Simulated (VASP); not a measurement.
SiO2: single point with LDA

Crystal: SiO2.

```xyz
6
Lattice="4.4429 0.0000 0.0000 0.0000 4.4429 0.0000 0.0000 0.0000 2.5511" Properties=species:S:1:pos:R:3 pbc="T T T"
Si    2.2215    2.2215    1.2756
Si    0.0000    0.0000    0.0000
O     3.0853    3.0853    0.0000
O     0.8638    3.5791    1.2756
O     1.3576    1.3576    0.0000
O     3.5791    0.8638    1.2756
```

This cell differs from its parent crystal: volume 8.393 Å^3 an atom, c/a of the conventional cell 0.5742.

| Property | Result |
| --- | --- |
| Program | VASP 6.6.1 |
| Task | single point |
| Functional | LDA |
| Potentials or basis | VASP PAW LDA potentials, release 64 (Si, O) |
| Cutoff | 520 eV |
| k mesh | 6 × 6 × 10 |
| Occupations | gaussian, width 0.05 eV |
| Spin | no spin polarisation |

```
Pressure               : -18.3 GPa
Largest force          : 1.478 eV/Å
Band gap on the k mesh : 4.44 eV, direct
```

Forces in eV/Å, atoms in the order of the input:
```
Si   0.000  0.000  0.000
Si   0.000  0.000  0.000
O   -1.045 -1.045  0.000
O   -1.045  1.045  0.000
O    1.045  1.045  0.000
O    1.045 -1.045  0.000
```

Stress tensor (GPa, compression positive):
```
-33.26   0.00   0.00
  0.00 -33.26   0.00
  0.00   0.00  11.54
```

Levels at points of the mesh, in eV from the valence-band top:
```
           k point  band 13  band 14  band 15  band 16  band 17  band 18  band 19  band 20
(0.00, 0.00, 0.00)    -1.79    -0.92    -0.92     0.00     4.44     7.94     8.85     8.85
(0.50, 0.00, 0.00)    -1.92    -1.92    -1.10    -1.10     7.02     7.02     9.71     9.71
(0.50, 0.50, 0.00)    -2.30    -2.30    -2.29    -2.29     7.14     7.14    10.27    10.27
(0.00, 0.00, 0.50)    -2.39    -2.39    -2.34    -2.34     7.71     7.71    10.86    10.86
(0.50, 0.00, 0.50)    -2.18    -2.18    -1.49    -1.49     7.56     7.56     8.09     8.09
(0.50, 0.50, 0.50)    -1.73    -1.73    -1.32    -1.32     5.83     5.83     9.86     9.86
```

Wall time 42 s on 1 thread of AMD EPYC 7R13 Processor (Zen 3) (shared host), peak memory 0.15 GiB.

Caveat: forces of over 1 eV/Å act on the atoms, so gaps and moduli don't describe the material at rest. A k mesh can miss the band edges.
